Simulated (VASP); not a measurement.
# NbN (Fm-3m) in VASP: further runs

The runs below take NbN through single point, relaxation of cell and atoms, with PBE.

Everything below comes from runs of VASP 6.6.1. Logs are shortened: lines on timing, memory, paths and dates and some standing lists are left out, and cuts for length are marked.

## 1. The cell of the first run

Symmetry: Fm-3m, No. 225, cubic system. The conventional cell has a = 4.389 Å, b = 4.389 Å, c = 4.389 Å, α = 90.00°, β = 90.00°, γ = 90.00°. Nb (site symmetry m-3m) has 6 N at 2.19 Å within 2.9 Å. N (site symmetry m-3m) has 6 Nb at 2.19 Å within 2.9 Å.

## 2. Single point, PBE

File INCAR:

```
PREC = Accurate
ENCUT = 600
EDIFF = 1E-6
ISMEAR = 0
SIGMA = 0.1
LREAL = False
LASPH = True
NELM = 120
ALGO = Normal
ISIF = 2
LWAVE = False
LCHARG = False
GGA = PE
NBANDS = 16
GGA_COMPAT = False
```

File KPOINTS:

```
regular mesh
0
Gamma
  6 6 6
```

File POSCAR:

```
NbN
1.0
    0.0000000000      2.1945000000      2.1945000000
    2.1945000000      0.0000000000      2.1945000000
    2.1945000000      2.1945000000      0.0000000000
Nb N
1 1
Direct
    0.5000000000      0.5000000000      0.5000000000
    0.0000000000      0.0000000000      0.0000000000
```

Potentials or basis: VASP PAW PBE potentials, release 64 (Nb_sv, N).

Run with:

```bash
cat potpaw_PBE.64/Nb_sv/POTCAR potpaw_PBE.64/N/POTCAR > POTCAR
mpirun -np 1 vasp_std > vasp.out
```

OUTCAR:

```text
PREC = Accurate
   ENCUT = 600
   EDIFF = 1E-6
   ISMEAR = 0
   LREAL = False
   LASPH = True
   NELM = 120
   ISIF = 2
   GGA = PE

 ion  position               nearest neighbor table
   1  0.500  0.500  0.500-   2 2.19   2 2.19   2 2.19   2 2.19   2 2.19   2 2.19
   2  0.000  0.000  0.000-   1 2.19   1 2.19   1 2.19   1 2.19   1 2.19   1 2.19

  LATTYP: Found a face centered cubic cell.
 ALAT       =     4.3890000000

  Lattice vectors:

 A1 = (   0.0000000000,   2.1945000000,   2.1945000000)
 A2 = (   2.1945000000,   0.0000000000,   2.1945000000)
 A3 = (   2.1945000000,   2.1945000000,   0.0000000000)

Analysis of symmetry for initial positions (statically):
=====================================================================
 Subroutine PRICEL returns:
 Original cell was already a primitive cell.

 Routine SETGRP: Setting up the symmetry group for a
 face centered cubic supercell.

 Subroutine GETGRP returns: Found 48 space group operations
 (whereof 48 operations were pure point group operations)
 out of a pool of 48 trial point group operations.

The static configuration has the point symmetry O_h .

Analysis of symmetry for dynamics (positions and initial velocities):
=====================================================================
 Subroutine PRICEL returns:
 Original cell was already a primitive cell.

 Routine SETGRP: Setting up the symmetry group for a
 face centered cubic supercell.

 Subroutine GETGRP returns: Found 48 space group operations
 (whereof 48 operations were pure point group operations)
 out of a pool of 48 trial point group operations.

The dynamic configuration has the point symmetry O_h .

 Subroutine INISYM returns: Found 48 space group operations
 (whereof 48 operations are pure point group operations),
 and found     1 'primitive' translations

----------------------------------------------------------------------------------------

                                     Primitive cell

  volume of cell :      21.1367

  direct lattice vectors                    reciprocal lattice vectors
     0.000000000  2.194500000  2.194500000    -0.227842333  0.227842333  0.227842333
     2.194500000  0.000000000  2.194500000     0.227842333 -0.227842333  0.227842333
     2.194500000  2.194500000  0.000000000     0.227842333  0.227842333 -0.227842333

  length of vectors
     3.103491663  3.103491663  3.103491663     0.394634497  0.394634497  0.394634497

  position of ions in fractional coordinates (direct lattice)
     0.500000000  0.500000000  0.500000000
[... 70 lines left out ...]
   LREAL  =      F    real-space projection
   EDIFFG = 0.1E-04   stopping-criterion for IOM
   NSW    =      0    number of steps for IOM
   IBRION =     -1    ionic relax: 0-MD 1-quasi-New 2-CG
   NFREE  =      0    steps in history (QN), initial steepest desc. (CG)
   ISIF   =      2    stress and relaxation
   ISYM   =      2    0-nonsym 1-usesym 2-fastsym
   POTIM  = 0.5000    time-step for ionic-motion
   TEBEG  =    0.0;   TEEND  =   0.0 temperature during run
   PSTRESS=    0.0 pullay stress
   NELECT =      18.0000    total number of electrons
   NUPDOWN=      -1.0000    fix difference up-down
   EMIN   =  10.00;   EMAX   =-10.00  energy-range for DOS
   EFERMI =   0.00;   METHOD = LEGACY
   ISMEAR =     0;   SIGMA  =   0.10  broadening in eV -4-tet -1-fermi 0-gaus
   EFERMI_NEDOS =   21; number of points for ismear=-14 and -15
   IALGO  =     38    algorithm
   IMIX   =      4    mixing-type and parameters
     AMIX     =   0.40;   BMIX     =  1.00
     AMIX_MAG =   1.60;   BMIX_MAG =  1.00
  volume/ion in A,a.u.               =      10.57        71.32
  Fermi-wavevector in a.u.,A,eV,Ry     =   1.551744  2.932371 32.761598  2.407910
  Thomas-Fermi vector in A             =   2.656219
   LORBIT       =      0    0 simple, 1 ext, 2 COOP (PROOUT), +10 PAW based schemes
   GGA     = PE    functional components
   LHFCALC =     F    Hartree Fock is set to
   AEXX    =    0.0000 exact exchange contribution
   IVDW    =     0    specifies the selected vdW correction
   LEPSILON=     F    determine dielectric tensor
   LRPA    =     F    only Hartree local field effects (RPA)
 non-spin polarized calculation
 Gauss-broadening in eV      SIGMA  =   0.10
  energy-cutoff  :      600.00
  volume of cell :       21.14
 maximum number of plane-waves:       725
 NGX is ok and might be reduce to    28
   NGX = 13   NGY = 13   NGZ = 13

 number of electron      17.9999999 magnetization

 Free energy of the ion-electron system (eV)
  ---------------------------------------------------
  ext. energy  EPLUGINS =         0.00000000
  ---------------------------------------------------
  free energy    TOTEN  =       -20.47669028 eV

  energy without entropy =      -20.47154495  energy(sigma->0) =      -20.47411762

 E-fermi :  14.0923     XC(G=0): -13.3963

 val. band max:       13.9793650927   @ k =  -0.3333   0.3333   0.1667
 cond. band min:      14.1045041784   @ k =   0.1667   0.1667   0.0000
 fundamental gap:      0.1251390857
 Fermi energy:        14.0922672487

 k-point     1 :       0.0000    0.0000    0.0000
  band No.  band energies     occupation
      1     -42.3766      2.00000
      2     -18.0245      2.00000
      3     -18.0245      2.00000
      4     -18.0245      2.00000
      5      -3.5781      2.00000
      6      10.7253      2.00000
[... 281 lines left out ...]
      3     -18.5042      2.00000
      4     -18.3981      2.00000
      5      -2.3996      2.00000
      6       7.9259      2.00000
[... 8 lines left out ...]
     15      24.9476      0.00000
     16      27.6738      0.00000

------------------------ aborting loop because EDIFF is reached ----------------------------------------

  FORCE on cell =-STRESS in cart. coord.  units (eV):
  Direction    XX          YY          ZZ          XY          YZ          ZX
  --------------------------------------------------------------------------------------
  -------------------------------------------------------------------------------------
  Total        0.9055968      0.9055968      0.9055968      0.0000000     -0.0000000      0.0000000
  in kB       68.6449665     68.6449665     68.6449665      0.0000000     -0.0000000      0.0000000
  external PRESSURE =      68.6449665 kB  Pullay stress =       0.0000000 kB

 VOLUME and BASIS-vectors are now :
 -----------------------------------------------------------------------------
  energy-cutoff  :      600.00
  volume of cell :       21.14
      direct lattice vectors                 reciprocal lattice vectors
     0.000000000  2.194500000  2.194500000    -0.227842333  0.227842333  0.227842333
     2.194500000  0.000000000  2.194500000     0.227842333 -0.227842333  0.227842333
     2.194500000  2.194500000  0.000000000     0.227842333  0.227842333 -0.227842333

 POSITION                                       TOTAL-FORCE (eV/Angst)
 -----------------------------------------------------------------------------------
      2.19450      2.19450      2.19450        -0.000000      0.000000     -0.000000
      0.00000      0.00000      0.00000         0.000000     -0.000000      0.000000
 -----------------------------------------------------------------------------------
    total drift:                                0.000000      0.000000      0.000000

  FREE ENERGIE OF THE ION-ELECTRON SYSTEM (eV)
  ---------------------------------------------------
  free  energy   TOTEN  =       -20.4766902823 eV

  energy  without entropy=      -20.4715449536  energy(sigma->0) =      -20.47411762
```

OSZICAR:

```text
N       E                     dE             d eps       ncg     rms          rms(c)
DAV:   1     0.167988359524E+03    0.16799E+03   -0.10820E+04   512   0.132E+03
DAV:   2    -0.135742189333E+02   -0.18156E+03   -0.17216E+03   632   0.431E+02
DAV:   3    -0.237261734740E+02   -0.10152E+02   -0.98935E+01   928   0.889E+01
DAV:   4    -0.239026742585E+02   -0.17650E+00   -0.17643E+00   592   0.977E+00
DAV:   5    -0.239125025912E+02   -0.98283E-02   -0.98281E-02   768   0.205E+00    0.127E+01
DAV:   6    -0.206073871660E+02    0.33051E+01   -0.85783E+00   784   0.317E+01    0.446E+00
DAV:   7    -0.204938961848E+02    0.11349E+00   -0.54665E-01   640   0.777E+00    0.268E+00
DAV:   8    -0.204819930552E+02    0.11903E-01   -0.14988E-01   768   0.390E+00    0.102E+00
DAV:   9    -0.204766127346E+02    0.53803E-02   -0.25141E-02   680   0.179E+00    0.386E-01
DAV:  10    -0.204767136920E+02   -0.10096E-03   -0.17140E-03   560   0.553E-01    0.603E-02
DAV:  11    -0.204766883500E+02    0.25342E-04   -0.93051E-05   728   0.910E-02    0.280E-02
DAV:  12    -0.204766904000E+02   -0.20500E-05   -0.50385E-06   608   0.246E-02    0.665E-03
DAV:  13    -0.204766902823E+02    0.11767E-06   -0.46012E-07   512   0.106E-02
   1 F= -.20476690E+02 E0= -.20474118E+02  d E =-.514533E-02
```

Run time: 22 s. Hardware: 1 thread of AMD EPYC 7R13, shared host; peak memory 0.13 GiB.

What came out:

```
Free energy            : -20.4767 eV
Pressure               : 6.9 GPa
Band gap on the k mesh : zero (band 9 reaches 15.53 eV, above the bottom of band 10 at 12.02 eV)
```

Caveat: the k points lie up to 0.41 Å⁻¹ apart.

## 3. Single point, PBE

This run uses another cell than the first one, of 10.82 Å³/atom, 1.024 times its volume.

File INCAR:

```
PREC     = Accurate       # precision mode
ENCUT    = 600            # plane-wave cutoff, eV
EDIFF    = 1E-6           # SCF threshold, eV
ISMEAR   = 0              # smearing method
SIGMA    = 0.1            # smearing width, eV
LREAL    = F              # projectors in reciprocal space
LASPH    = T              # aspherical terms in the spheres
NELM     = 120            # most SCF steps
ALGO     = Normal         # electronic algorithm
ISIF     = 2              # what is computed and relaxed
LWAVE    = F              # write WAVECAR
LCHARG   = T              # write CHGCAR
GGA      = PE             # functional
LELF     = T              # ELF
LVHAR    = T            
NBANDS   = 16             # bands
GGA_COMPAT= F
```

File KPOINTS:

```
Automatic mesh
0
Gamma
  6 6 6
```

File POSCAR:

```
NbN
1.0
    0.0000000000      2.2116966615      2.2116966615
    2.2116966615      0.0000000000      2.2116966615
    2.2116966615      2.2116966615      0.0000000000
Nb N
1 1
Direct
    0.5000000000      0.5000000000      0.5000000000
    0.0000000000      0.0000000000      0.0000000000
```

Potentials or basis: VASP PAW PBE potentials, release 64 (Nb_sv, N).

Run with:

```bash
cat potpaw_PBE.64/Nb_sv/POTCAR potpaw_PBE.64/N/POTCAR > POTCAR
mpirun -np 1 vasp_std > vasp.out
```

Wall time 24 s (1 thread of AMD EPYC 7R13, shared host); peak memory 0.12 GiB.

The run converged. Its results:

- Free energy: -20.4871 eV
- Pressure: -0.6 GPa
- Band gap on the k mesh: zero (band 9 reaches 15.09 eV, above the bottom of band 10 at 11.71 eV)

Levels at points of the mesh, in eV from the Fermi level:
```tsv
k point	band 5	band 6	band 7	band 8	band 9	band 10	band 11	band 12	band 13	band 14
(0.00, 0.00, 0.00)	-17.51	-3.30	-3.30	-3.30	-2.01	-2.01	-2.01	-0.19	-0.19	3.01
(0.50, 0.00, 0.00)	-15.07	-9.03	-6.95	-6.95	1.38	1.38	1.88	4.42	6.57	6.57
(0.50, 0.50, 0.00)	-16.79	-5.74	-4.97	-3.98	-3.98	1.50	2.65	2.65	3.82	9.25
```

Caveat: the k points lie up to 0.41 Å⁻¹ apart.

## 4. Single point, PBE, collinear spin, zero start

File INCAR:

```
ALGO = Normal
EDIFF = 1E-6
ENCUT = 600
GGA = PE
GGA_COMPAT = F
ISIF = 2
ISMEAR = 0
ISPIN = 2
LASPH = T
LCHARG = T
LELF = T
LMAXMIX = 4
LORBIT = 11
LREAL = F
LVHAR = T
LWAVE = F
MAGMOM = 0 0
NBANDS = 20
NELM = 200
PREC = Accurate
SIGMA = 0.1
```

File KPOINTS:

```
k-points
0
Gamma
  6 6 6
```

File POSCAR:

```
NbN
1.0
    0.0000000000      2.1945000000      2.1945000000
    2.1945000000      0.0000000000      2.1945000000
    2.1945000000      2.1945000000      0.0000000000
Nb N
1 1
Direct
    0.5000000000      0.5000000000      0.5000000000
    0.0000000000      0.0000000000      0.0000000000
```

Potentials or basis: VASP PAW PBE potentials, release 64 (Nb_sv, N).

Run with:

```bash
cat potpaw_PBE.64/Nb_sv/POTCAR potpaw_PBE.64/N/POTCAR > POTCAR
mpirun -np 1 vasp_std > vasp.out
```

OUTCAR:

```text
EDIFF = 1E-6
   ENCUT = 600
   GGA = PE
   ISIF = 2
   ISMEAR = 0
   ISPIN = 2
   LASPH = T
   LORBIT = 11
   LREAL = F
   NELM = 200
   PREC = Accurate

 ion  position               nearest neighbor table
   1  0.500  0.500  0.500-   2 2.19   2 2.19   2 2.19   2 2.19   2 2.19   2 2.19
   2  0.000  0.000  0.000-   1 2.19   1 2.19   1 2.19   1 2.19   1 2.19   1 2.19

  LATTYP: Found a face centered cubic cell.
 ALAT       =     4.3890000000

  Lattice vectors:

 A1 = (   0.0000000000,   2.1945000000,   2.1945000000)
 A2 = (   2.1945000000,   0.0000000000,   2.1945000000)
 A3 = (   2.1945000000,   2.1945000000,   0.0000000000)

Analysis of symmetry for initial positions (statically):
=====================================================================
 Subroutine PRICEL returns:
 Original cell was already a primitive cell.

[... 558 lines left out ...]
  band No.  band energies     occupation
      1     -42.3764      1.00000
      2     -18.0246      1.00000
      3     -18.0246      1.00000
      4     -18.0246      1.00000
      5      -3.5780      1.00000
      6      10.7252      1.00000
[... 357 lines left out ...]
     19      33.2216      0.00000
     20      37.9174      0.00000

------------------------ aborting loop because EDIFF is reached ----------------------------------------

  FORCE on cell =-STRESS in cart. coord.  units (eV):
  Direction    XX          YY          ZZ          XY          YZ          ZX
  --------------------------------------------------------------------------------------
  -------------------------------------------------------------------------------------
  Total        0.8978889      0.8978889      0.8978889     -0.0000000     -0.0000000      0.0000000
  in kB       68.0607053     68.0607053     68.0607053     -0.0000000     -0.0000000      0.0000000
  external PRESSURE =      68.0607053 kB  Pullay stress =       0.0000000 kB

 VOLUME and BASIS-vectors are now :
 -----------------------------------------------------------------------------
  energy-cutoff  :      600.00
  volume of cell :       21.14
      direct lattice vectors                 reciprocal lattice vectors
     0.000000000  2.194500000  2.194500000    -0.227842333  0.227842333  0.227842333
     2.194500000  0.000000000  2.194500000     0.227842333 -0.227842333  0.227842333
     2.194500000  2.194500000  0.000000000     0.227842333  0.227842333 -0.227842333

 POSITION                                       TOTAL-FORCE (eV/Angst)
 -----------------------------------------------------------------------------------
      2.19450      2.19450      2.19450         0.000000      0.000000     -0.000000
      0.00000      0.00000      0.00000        -0.000000     -0.000000      0.000000
 -----------------------------------------------------------------------------------
    total drift:                                0.000000      0.000000      0.000000

  FREE ENERGIE OF THE ION-ELECTRON SYSTEM (eV)
  ---------------------------------------------------
  free  energy   TOTEN  =       -20.4766891860 eV

  energy  without entropy=      -20.4715442728  energy(sigma->0) =      -20.47411673

 total charge

# of ion       s       p       d       tot
------------------------------------------
    1        2.150   6.059   2.442  10.650
    2        1.238   2.513   0.000   3.751
--------------------------------------------------
tot          3.387   8.572   2.442  14.401

 magnetization (x)

# of ion       s       p       d       tot
------------------------------------------
    1        0.000   0.000  -0.000   0.000
    2       -0.000   0.000   0.000  -0.000
--------------------------------------------------
tot         -0.000   0.000  -0.000  -0.000
```

stdout:

```text
POSCAR found type information on POSCAR NbN
 POSCAR found :  2 types and       2 ions
 scaLAPACK will be used
 LDA part: xc-table for (Slater+PW92), standard interpolation
 POSCAR, INCAR and KPOINTS ok, starting setup
 FFT: planning ... GRIDC
 FFT: planning ... GRID_SOFT
 FFT: planning ... GRID
 WAVECAR not read
 entering main loop
```

Run time: 46 s. Hardware: 1 thread of AMD EPYC 7R13, shared host; peak memory 0.15 GiB.

What came out:

* Free energy: -20.4767 eV
* Pressure: 6.8 GPa
* Band gap on the k mesh: zero (filled and empty bands overlap)
* Net moment: 0.00 μB per cell
* Valence electrons inside the program's atomic spheres: Nb 10.65; N 3.75

Levels at points of the mesh, in eV from the Fermi level:
Spin up:
| k point | band 6 | band 7 | band 8 | band 9 | band 10 | band 11 | band 12 | band 13 |
| --- | --- | --- | --- | --- | --- | --- | --- | --- |
| (0.00, 0.00, 0.00) | -3.37 | -3.37 | -3.37 | -2.07 | -2.07 | -2.07 | -0.19 | -0.19 |
| (0.50, 0.00, 0.00) | -9.20 | -7.12 | -7.12 | 1.44 | 1.44 | 1.96 | 4.49 | 6.79 |
| (0.50, 0.50, 0.00) | -5.78 | -5.12 | -4.03 | -4.03 | 1.56 | 2.76 | 2.76 | 4.04 |
Spin down:
```
           k point  band 6  band 7  band 8  band 9  band 10  band 11  band 12  band 13
(0.00, 0.00, 0.00)   -3.37   -3.37   -3.37   -2.07    -2.07    -2.07    -0.19    -0.19
(0.50, 0.00, 0.00)   -9.20   -7.12   -7.12    1.44     1.44     1.96     4.49     6.79
(0.50, 0.50, 0.00)   -5.78   -5.12   -4.03   -4.03     1.56     2.76     2.76     4.04
```

Caveat: the k points lie up to 0.41 Å⁻¹ apart.

(Part 1 of 2 ends here.)
